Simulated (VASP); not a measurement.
Mn: single point with PBE

The system is Mn.

```
Mn
1.0
     3.08100    0.00000    0.00000
     0.00000    3.08100    0.00000
     0.00000    0.00000    3.08100
Mn
2
Direct
  0.00000 0.00000 0.00000
  0.50000 0.50000 0.50000
```

| Quantity | Value |
| --- | --- |
| Program | VASP 6.6.1 |
| Task | single point |
| Functional | PBE |
| Potentials or basis | VASP PAW PBE potentials, release 64 (Mn_pv) |
| Cutoff | 520 eV |
| k mesh | 9 × 9 × 9 |
| Occupations | fermi-dirac, width 0.05 eV |
| Spin | collinear spin, ferromagnetic start |
| Starting moments | [4.0, 4.0] μB |

```
Pressure                                              : -13.9 GPa
Net moment                                            : 5.73 μB per cell
Site moments                                          : Mn +2.80 μB
Valence electrons inside the program's atomic spheres : Mn 11.55
```

Levels at points of the mesh, in eV from the Fermi level:
Spin up:
| k point | band 13 | band 14 | band 15 | band 16 | band 17 | band 18 | band 19 | band 20 |
| --- | --- | --- | --- | --- | --- | --- | --- | --- |
| (0.00, 0.00, 0.00) | -0.58 | -0.58 | 0.27 | 0.27 | 0.27 | 8.12 | 8.12 | 8.12 |
Spin down:
| k point | band 6 | band 7 | band 8 | band 9 | band 10 | band 11 | band 12 | band 13 |
| --- | --- | --- | --- | --- | --- | --- | --- | --- |
| (0.00, 0.00, 0.00) | -45.71 | -6.83 | -1.68 | -1.68 | 0.78 | 0.78 | 0.78 | 2.35 |

It took 36 s on 1 thread of Intel(R) Xeon(R) Platinum 8259CL CPU @ 2.50GHz (Skylake/Cascade Lake), on a shared host, peak memory 0.16 GiB.
